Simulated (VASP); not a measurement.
# CaO (Fm-3m) in VASP: notebook

The runs below take CaO through single point, with PBE.

Program: VASP 6.6.1. These are calculated values, not measurements. Logs are shortened: lines on timing, memory, paths and dates and some standing lists are left out, and cuts for length are marked.

### Step 1. The cell of the first run

It takes space group Fm-3m (No. 225, cubic). The conventional cell has a = 4.831 Å, b = 4.831 Å, c = 4.831 Å, α = 90.00°, β = 90.00°, γ = 90.00°. Within 3.2 Å of Ca (site symmetry m-3m) lie 6 O at 2.42 Å. O (site symmetry m-3m) has 6 Ca at 2.42 Å within 3.2 Å.

### Step 2. Single point, PBE

INCAR reads:

```
SYSTEM = CaO
PREC = Accurate
ENCUT = 520
EDIFF = 1E-7
ISMEAR = 0
SIGMA = 0.02
LREAL = .False.
LASPH = .True.
NELM = 100
ALGO = Normal
ISIF = 2
LWAVE = .False.
LCHARG = .False.
GGA = PE
NBANDS = 15
```

KPOINTS reads:

```
Automatic mesh
0
Gamma
  8 8 8
  0 0 0
```

POSCAR reads:

```
CaO
1.0
    0.0000000000      2.4156214642      2.4156214642
    2.4156214642      0.0000000000      2.4156214642
    2.4156214642      2.4156214642      0.0000000000
Ca O
1 1
Direct
    0.0000000000      0.0000000000      0.0000000000
    0.5000000000      0.5000000000      0.5000000000
```

Potentials or basis: VASP PAW PBE potentials, release 64 (Ca_sv, O).

Started as:

```
$ cat potpaw_PBE.64/Ca_sv/POTCAR potpaw_PBE.64/O/POTCAR > POTCAR
$ mpirun -np 1 vasp_std > vasp.out
```

OUTCAR:

```text
SYSTEM = CaO
   PREC = Accurate
   ENCUT = 520
   EDIFF = 1E-7
   ISMEAR = 0
   LREAL = .False.
   LASPH = .True.
   NELM = 100
   ISIF = 2
   GGA = PE

 ion  position               nearest neighbor table
   1  0.000  0.000  0.000-   2 2.42   2 2.42   2 2.42   2 2.42   2 2.42   2 2.42
   2  0.500  0.500  0.500-   1 2.42   1 2.42   1 2.42   1 2.42   1 2.42   1 2.42

  LATTYP: Found a face centered cubic cell.
 ALAT       =     4.8312429284

  Lattice vectors:

 A1 = (   0.0000000000,   2.4156214642,   2.4156214642)
 A2 = (   2.4156214642,   0.0000000000,   2.4156214642)
 A3 = (   2.4156214642,   2.4156214642,   0.0000000000)

Analysis of symmetry for initial positions (statically):
=====================================================================
 Subroutine PRICEL returns:
 Original cell was already a primitive cell.

 Routine SETGRP: Setting up the symmetry group for a
 face centered cubic supercell.

 Subroutine GETGRP returns: Found 48 space group operations
 (whereof 48 operations were pure point group operations)
 out of a pool of 48 trial point group operations.

The static configuration has the point symmetry O_h .

Analysis of symmetry for dynamics (positions and initial velocities):
=====================================================================
 Subroutine PRICEL returns:
 Original cell was already a primitive cell.

 Routine SETGRP: Setting up the symmetry group for a
 face centered cubic supercell.

 Subroutine GETGRP returns: Found 48 space group operations
 (whereof 48 operations were pure point group operations)
 out of a pool of 48 trial point group operations.

The dynamic configuration has the point symmetry O_h .

 Subroutine INISYM returns: Found 48 space group operations
 (whereof 48 operations are pure point group operations),
 and found     1 'primitive' translations

----------------------------------------------------------------------------------------

                                     Primitive cell

  volume of cell :      28.1914

  direct lattice vectors                    reciprocal lattice vectors
     0.000000000  2.415621464  2.415621464    -0.206986073  0.206986073  0.206986073
     2.415621464  0.000000000  2.415621464     0.206986073 -0.206986073  0.206986073
     2.415621464  2.415621464  0.000000000     0.206986073  0.206986073 -0.206986073

  length of vectors
     3.416204636  3.416204636  3.416204636     0.358510394  0.358510394  0.358510394

  position of ions in fractional coordinates (direct lattice)
     0.000000000  0.000000000  0.000000000
     0.500000000  0.500000000  0.500000000

  ion indices of the primitive-cell ions
   primitive index   ion index
                 1           1
                 2           2

----------------------------------------------------------------------------------------

 KPOINTS: Automatic mesh

Automatic generation of k-mesh.
 Grid dimensions read from file:
 generate k-points for:    8    8    8

 Generating k-lattice:

  Cartesian coordinates                     Fractional coordinates (reciprocal lattice)
    -0.025873259  0.025873259  0.025873259     0.125000000  0.000000000  0.000000000
     0.025873259 -0.025873259  0.025873259     0.000000000  0.125000000  0.000000000
     0.025873259  0.025873259 -0.025873259     0.000000000  0.000000000  0.125000000

  Length of vectors
     0.044813799  0.044813799  0.044813799

  Shift w.r.t. Gamma in fractional coordinates (k-lattice)
     0.000000000  0.000000000  0.000000000

 Subroutine IBZKPT returns following result:
 ===========================================

 Found     29 irreducible k-points:

 Following reciprocal coordinates:
            Coordinates               Weight
  0.000000  0.000000  0.000000      1.000000
  0.125000  0.000000  0.000000      8.000000
  0.250000  0.000000  0.000000      8.000000
  0.375000  0.000000  0.000000      8.000000
  0.500000  0.000000  0.000000      4.000000
  0.125000  0.125000  0.000000      6.000000
[... 16 lines left out ...]
  0.500000  0.250000  0.125000     48.000000
 -0.375000  0.250000  0.125000     24.000000
 [... further k-points ...]
   k-points           NKPTS =     29   k-points in BZ     NKDIM =     29   number of bands    NBANDS=     15
   number of dos      NEDOS =    301   number of ions     NIONS =      2
   total plane-waves  NPLWV =  21952
   dimension x,y,z NGX =    28 NGY =   28 NGZ =   28
   dimension x,y,z NGXF=    56 NGYF=   56 NGZF=   56
   ions per type =               1   1
   NGX,Y,Z   is equivalent  to a cutoff of  13.63, 13.63, 13.63 a.u.
   NGXF,Y,Z  is equivalent  to a cutoff of  27.25, 27.25, 27.25 a.u.
 SYSTEM =  CaO
   PREC   = accura    normal or accurate (medium, high low for compatibility)
   ISTART =      0    job   : 0-new  1-cont  2-samecut
   ICHARG =      2    charge: 1-file 2-atom 10-const
   ISPIN  =      1    spin polarized calculation?
   LNONCOLLINEAR =      F non collinear calculations
   LSORBIT =      F    spin-orbit coupling
   LASPH  =      T    aspherical Exc in radial PAW
   ENCUT  =  520.0 eV  38.22 Ry    6.18 a.u.   6.35  6.35  6.35*2*pi/ulx,y,z
   NELM   =    100;   NELMIN=  2; NELMDL= -5     # of ELM steps
   EDIFF  = 0.1E-06   stopping-criterion for ELM
   LREAL  =      F    real-space projection
   EDIFFG = 0.1E-05   stopping-criterion for IOM
   NSW    =      0    number of steps for IOM
   IBRION =     -1    ionic relax: 0-MD 1-quasi-New 2-CG
   NFREE  =      0    steps in history (QN), initial steepest desc. (CG)
   ISIF   =      2    stress and relaxation
   ISYM   =      2    0-nonsym 1-usesym 2-fastsym
   POTIM  = 0.5000    time-step for ionic-motion
   TEBEG  =    0.0;   TEEND  =   0.0 temperature during run
   PSTRESS=    0.0 pullay stress
   NELECT =      16.0000    total number of electrons
   NUPDOWN=      -1.0000    fix difference up-down
   EMIN   =  10.00;   EMAX   =-10.00  energy-range for DOS
   EFERMI =   0.00;   METHOD = LEGACY
   ISMEAR =     0;   SIGMA  =   0.02  broadening in eV -4-tet -1-fermi 0-gaus
   EFERMI_NEDOS =   21; number of points for ismear=-14 and -15
   IALGO  =     38    algorithm
   IMIX   =      4    mixing-type and parameters
     AMIX     =   0.40;   BMIX     =  1.00
     AMIX_MAG =   1.60;   BMIX_MAG =  1.00
  volume/ion in A,a.u.               =      14.10        95.12
  Fermi-wavevector in a.u.,A,eV,Ry     =   1.355426  2.561385 24.996362  1.837181
  Thomas-Fermi vector in A             =   2.482515
   LORBIT       =      0    0 simple, 1 ext, 2 COOP (PROOUT), +10 PAW based schemes
   GGA     = PE    functional components
   LHFCALC =     F    Hartree Fock is set to
   AEXX    =    0.0000 exact exchange contribution
   IVDW    =     0    specifies the selected vdW correction
   LEPSILON=     F    determine dielectric tensor
   LRPA    =     F    only Hartree local field effects (RPA)
 non-spin polarized calculation
 Gauss-broadening in eV      SIGMA  =   0.02
  energy-cutoff  :      520.00
  volume of cell :       28.19
 maximum number of plane-waves:       775
 NGX is ok and might be reduce to    28
   NGX = 13   NGY = 13   NGZ = 13

 number of electron      15.9999999 magnetization

 Free energy of the ion-electron system (eV)
  ---------------------------------------------------
  ext. energy  EPLUGINS =         0.00000000
  ---------------------------------------------------
  free energy    TOTEN  =       -12.80535779 eV

  energy without entropy =      -12.80535779  energy(sigma->0) =      -12.80535779

 E-fermi :   2.5158     XC(G=0): -10.4004

 val. band max:        2.2624832364   @ k =   0.0000   0.0000   0.0000
 cond. band min:       5.9021875708   @ k =   0.5000   0.5000   0.0000
 fundamental gap:      3.6397043344
 Fermi energy:         2.5157554856

 k-point     1 :       0.0000    0.0000    0.0000
  band No.  band energies     occupation
      1     -35.4376      2.00000
      2     -16.2124      2.00000
      3     -16.2124      2.00000
      4     -16.2124      2.00000
      5     -13.2399      2.00000
      6       2.2625      2.00000
      7       2.2625      2.00000
      8       2.2625      2.00000
      9       6.8513      0.00000
     10       8.4499      0.00000
     11       8.4499      0.00000
     12       8.4499      0.00000
     13       9.9268      0.00000
     14       9.9268      0.00000
     15      17.2374      0.00000

 k-point     2 :       0.1250    0.0000    0.0000
  band No.  band energies     occupation
      1     -35.4237      2.00000
      2     -16.4076      2.00000
      3     -16.2201      2.00000
      4     -16.2201      2.00000
      5     -13.0335      2.00000
      6       1.7328      2.00000
      7       2.0577      2.00000
      8       2.0577      2.00000
      9       7.5322      0.00000
     10       8.4094      0.00000
     11       8.7090      0.00000
     12       8.7090      0.00000
     13      10.2848      0.00000
     14      10.2848      0.00000
     15      17.7958      0.00000

 k-point     3 :       0.2500    0.0000    0.0000
  band No.  band energies     occupation
      1     -35.3899      2.00000
      2     -16.8039      2.00000
      3     -16.2385      2.00000
      4     -16.2385      2.00000
      5     -12.6085      2.00000
      6       0.7463      2.00000
      7       1.6184      2.00000
      8       1.6184      2.00000
      9       8.4687      0.00000
     10       8.9861      0.00000
     11       9.3880      0.00000
     12       9.3880      0.00000
     13      11.1473      0.00000
     14      11.1473      0.00000
     15      18.0401      0.00000
[... 343 lines left out ...]
 k-point    23 :       0.5000    0.2500    0.1250
  band No.  band energies     occupation
      1     -35.3381      2.00000
      2     -16.9865      2.00000
      3     -16.4246      2.00000
      4     -16.3078      2.00000
      5     -12.4230      2.00000
      6       0.2877      2.00000
      7       1.2150      2.00000
      8       1.4307      2.00000
      9       8.1016      0.00000
     10       9.6640      0.00000
     11      10.6433      0.00000
     12      10.7252      0.00000
     13      12.0614      0.00000
     14      13.2229      0.00000
     15      16.8492      0.00000

 k-point    24 :      -0.3750    0.2500    0.1250
  band No.  band energies     occupation
      1     -35.3269      2.00000
      2     -17.0454      2.00000
      3     -16.4391      2.00000
      4     -16.3316      2.00000
      5     -12.3689      2.00000
      6       0.2360      2.00000
      7       1.1496      2.00000
      8       1.2280      2.00000
      9       8.9502      0.00000
     10       9.0293      0.00000
     11      10.9285      0.00000
     12      11.0842      0.00000
     13      12.3471      0.00000
     14      14.0308      0.00000
     15      15.8920      0.00000

 [... further k-points ...]

------------------------ aborting loop because EDIFF is reached ----------------------------------------

  FORCE on cell =-STRESS in cart. coord.  units (eV):
  Direction    XX          YY          ZZ          XY          YZ          ZX
  --------------------------------------------------------------------------------------
  -------------------------------------------------------------------------------------
  Total        0.0927702      0.0927702      0.0927702      0.0000000      0.0000000      0.0000000
  in kB        5.2723302      5.2723302      5.2723302      0.0000000      0.0000000      0.0000000
  external PRESSURE =       5.2723302 kB  Pullay stress =       0.0000000 kB

 VOLUME and BASIS-vectors are now :
 -----------------------------------------------------------------------------
  energy-cutoff  :      520.00
  volume of cell :       28.19
      direct lattice vectors                 reciprocal lattice vectors
     0.000000000  2.415621464  2.415621464    -0.206986073  0.206986073  0.206986073
     2.415621464  0.000000000  2.415621464     0.206986073 -0.206986073  0.206986073
     2.415621464  2.415621464  0.000000000     0.206986073  0.206986073 -0.206986073

 POSITION                                       TOTAL-FORCE (eV/Angst)
 -----------------------------------------------------------------------------------
      0.00000      0.00000      0.00000         0.000000     -0.000000     -0.000000
      2.41562      2.41562      2.41562        -0.000000      0.000000      0.000000
 -----------------------------------------------------------------------------------
    total drift:                                0.000000      0.000000      0.000000

  FREE ENERGIE OF THE ION-ELECTRON SYSTEM (eV)
  ---------------------------------------------------
  free  energy   TOTEN  =       -12.8053577857 eV

  energy  without entropy=      -12.8053577857  energy(sigma->0) =      -12.80535779
```

Wall time 12 s (1 thread of Intel Xeon Platinum 8375C at 2.90GHz (Ice Lake), shared host); peak memory 0.16 GiB.

Results:

```
Free energy            : -12.8054 eV
Pressure               : 0.5 GPa
Band gap on the k mesh : 3.64 eV, indirect (least direct gap 4.02 eV)
```

Levels at points of the mesh, in eV from the valence-band top:
```csv
k point,band 4,band 5,band 6,band 7,band 8,band 9,band 10,band 11,band 12,band 13
"(0.00, 0.00, 0.00)",-18.47,-15.50,0.00,0.00,0.00,4.59,6.19,6.19,6.19,7.66
"(0.50, 0.00, 0.00)",-18.53,-14.37,-2.60,-1.17,-1.17,6.98,8.27,8.27,8.39,10.29
"(0.50, 0.50, 0.00)",-18.69,-15.26,-1.31,-0.38,-0.38,3.64,7.93,8.80,9.43,9.43
```

### Step 3. Single point, PBE

INCAR reads:

```
PREC = Accurate ; ENCUT = 520
EDIFF = 1E-7 ; ISMEAR = 0
SIGMA = 0.02 ; LREAL = F
LASPH = T ; NELM = 60
ALGO = Normal ; ISIF = 2
LWAVE = F ; LCHARG = F
GGA = PE ; NBANDS = 15
```

KPOINTS reads:

```
regular mesh
0
Gamma
  8 8 8
```

POSCAR is that of step 2.

Potentials or basis: VASP PAW PBE potentials, release 64 (Ca_sv, O).

Started as:

```
$ cat potpaw_PBE.64/Ca_sv/POTCAR potpaw_PBE.64/O/POTCAR > POTCAR
$ mpirun -np 1 vasp_std > vasp.out
```

Run time: 13 s. Hardware: 1 thread of Intel Xeon Platinum 8375C at 2.90GHz (Ice Lake), shared host; peak memory 0.16 GiB.

Results (log left out):

```
Free energy            : -12.8054 eV
Pressure               : 0.5 GPa
Band gap on the k mesh : 3.64 eV, indirect (least direct gap 4.02 eV)
```

Levels at points of the mesh, in eV from the valence-band top:
| k point | band 4 | band 5 | band 6 | band 7 | band 8 | band 9 | band 10 | band 11 | band 12 | band 13 |
| --- | --- | --- | --- | --- | --- | --- | --- | --- | --- | --- |
| (0.00, 0.00, 0.00) | -18.47 | -15.50 | 0.00 | 0.00 | 0.00 | 4.59 | 6.19 | 6.19 | 6.19 | 7.66 |
| (0.50, 0.00, 0.00) | -18.53 | -14.37 | -2.60 | -1.17 | -1.17 | 6.98 | 8.27 | 8.27 | 8.39 | 10.29 |
| (0.50, 0.50, 0.00) | -18.69 | -15.26 | -1.31 | -0.38 | -0.38 | 3.64 | 7.93 | 8.80 | 9.43 | 9.43 |

A k mesh can miss the band edges.

### Step 4. Single point, PBE (volume scaled by 0.97)

INCAR reads:

```
  PREC = Accurate
  ENCUT = 520
  EDIFF = 1E-7
  ISMEAR = 0
  SIGMA = 0.02
  LREAL = False
  LASPH = True
  NELM = 100
  ALGO = Normal
  ISIF = 2
  LWAVE = False
  LCHARG = False
  GGA = PE
  NBANDS = 15
```

KPOINTS is that of step 3.

POSCAR reads:

```
CaO
1.0
    0.0000000000      2.3912195790      2.3912195790
    2.3912195790      0.0000000000      2.3912195790
    2.3912195790      2.3912195790      0.0000000000
Ca O
1 1
Direct
    0.0000000000      0.0000000000      0.0000000000
    0.5000000000      0.5000000000      0.5000000000
```

Started as:

```
$ cat potpaw_PBE.64/Ca_sv/POTCAR potpaw_PBE.64/O/POTCAR > POTCAR
$ mpirun -np 1 vasp_std > vasp.out
```

Run time: 14 s. Hardware: 1 thread of Intel Xeon Platinum 8375C at 2.90GHz (Ice Lake), shared host; peak memory 0.16 GiB.

The run converged. Its results:

```
Free energy            : -12.7927 eV
Pressure               : 4.0 GPa
Band gap on the k mesh : 3.63 eV, indirect (least direct gap 4.00 eV)
```

Levels at points of the mesh, in eV from the valence-band top:
```tsv
k point	band 5	band 6	band 7	band 8	band 9	band 10	band 11	band 12
(0.00, 0.00, 0.00)	-15.56	0.00	0.00	0.00	4.84	6.26	6.26	6.26
(0.50, 0.00, 0.00)	-14.30	-2.67	-1.23	-1.23	7.12	8.44	8.44	8.62
(0.50, 0.50, 0.00)	-15.32	-1.29	-0.37	-0.37	3.63	8.16	8.98	9.64
```

 A k mesh can miss the band edges.

### Step 5. Single point, PBE (volume scaled by 1.03)

INCAR reads:

```
PREC = Accurate
ENCUT = 520
EDIFF = 1E-6
ISMEAR = 0
SIGMA = 0.02
LREAL = F
LASPH = T
NELM = 100
ALGO = Normal
ISIF = 2
LWAVE = F
LCHARG = T
GGA = PE
LELF = T
LVHAR = T
NBANDS = 15
```

KPOINTS is that of step 4.

POSCAR reads:

```
CaO
1.0
    0.0000000000      2.4395400639      2.4395400639
    2.4395400639      0.0000000000      2.4395400639
    2.4395400639      2.4395400639      0.0000000000
Ca O
1 1
Direct
    0.0000000000      0.0000000000      0.0000000000
    0.5000000000      0.5000000000      0.5000000000
```

Started as:

```
$ cat potpaw_PBE.64/Ca_sv/POTCAR potpaw_PBE.64/O/POTCAR > POTCAR
$ mpirun -np 1 vasp_std > vasp.out
```

Run time: 12 s. Hardware: 1 thread of Intel Xeon Platinum 8375C at 2.90GHz (Ice Lake), shared host; peak memory 0.16 GiB.

It converged, with:

```yaml
Free_energy: -12.8009 eV
Pressure: -2.5 GPa
Band_gap_on_the_k_mesh: 3.64 eV, indirect (least direct gap 4.02 eV)
```

Levels at points of the mesh, in eV from the valence-band top:
```
           k point  band 4  band 5  band 6  band 7  band 8  band 9  band 10  band 11  band 12  band 13
(0.00, 0.00, 0.00)  -18.62  -15.45    0.00    0.00    0.00    4.36     6.11     6.11     6.11     7.54
(0.50, 0.00, 0.00)  -18.67  -14.42   -2.53   -1.12   -1.12    6.84     8.11     8.11     8.16    10.05
(0.50, 0.50, 0.00)  -18.81  -15.21   -1.32   -0.38   -0.38    3.64     7.71     8.64     9.23     9.23
```

 A k mesh can miss the band edges.

### Step 6. Single point, PBE (volume scaled by 1.06)

INCAR reads:

```
SYSTEM = CaO
PREC = Accurate
ENCUT = 520
EDIFF = 1E-6
ISMEAR = 0
SIGMA = 0.02
LREAL = .FALSE.
LASPH = .TRUE.
NELM = 80
ALGO = Normal
ISIF = 2
LWAVE = .FALSE.
LCHARG = .FALSE.
GGA = PE
NBANDS = 15
```

KPOINTS reads:

```
Automatic mesh
0
G
  8 8 8
  0 0 0
```

POSCAR reads:

```
CaO
1.0
    0.0000000000      2.4629986190      2.4629986190
    2.4629986190      0.0000000000      2.4629986190
    2.4629986190      2.4629986190      0.0000000000
Ca O
1 1
Direct
    0.0000000000      0.0000000000      0.0000000000
    0.5000000000      0.5000000000      0.5000000000
```

Potentials or basis: VASP PAW PBE potentials, release 64 (Ca_sv, O).

Started as:

```
$ cat potpaw_PBE.64/Ca_sv/POTCAR potpaw_PBE.64/O/POTCAR > POTCAR
$ mpirun -np 1 vasp_std > vasp.out
```

Run time: 12 s. Hardware: 1 thread of Intel Xeon Platinum 8375C at 2.90GHz (Ice Lake), shared host; peak memory 0.16 GiB.

It converged, with:

```yaml
Free_energy: -12.7818 eV
Pressure: -5.0 GPa
Band_gap_on_the_k_mesh: 3.64 eV, indirect (least direct gap 4.03 eV)
```

Levels at points of the mesh, in eV from the valence-band top:
| k point | band 5 | band 6 | band 7 | band 8 | band 9 | band 10 | band 11 | band 12 |
| --- | --- | --- | --- | --- | --- | --- | --- | --- |
| (0.00, 0.00, 0.00) | -15.39 | 0.00 | 0.00 | 0.00 | 4.14 | 6.04 | 6.04 | 6.04 |
| (0.50, 0.00, 0.00) | -14.47 | -2.47 | -1.07 | -1.07 | 6.71 | 7.95 | 7.95 | 7.95 |
| (0.50, 0.50, 0.00) | -15.16 | -1.32 | -0.38 | -0.38 | 3.64 | 7.51 | 8.47 | 9.04 |

 A k mesh can miss the band edges.

### Step 7. Overview

```csv
cell,gap on the mesh (eV),pressure (GPa)
"a = 3.416 Å, angles 60.0°, 2 atoms",3.64,0.5
"a = 3.382 Å, angles 60.0°, 2 atoms",3.63,4.0
"a = 3.450 Å, angles 60.0°, 2 atoms",3.64,-2.5
"a = 3.483 Å, angles 60.0°, 2 atoms",3.64,-5.0
```

Alike in all rows: task single point; level PBE; potentials or basis VASP PAW PBE potentials, release 64 (Ca_sv, O); no spin polarisation; k mesh 8 × 8 × 8; cutoff (eV) 520; smearing gaussian 0.02 eV.

Total energies depend on the potentials used, so only differences within one code and one set of settings carry meaning.
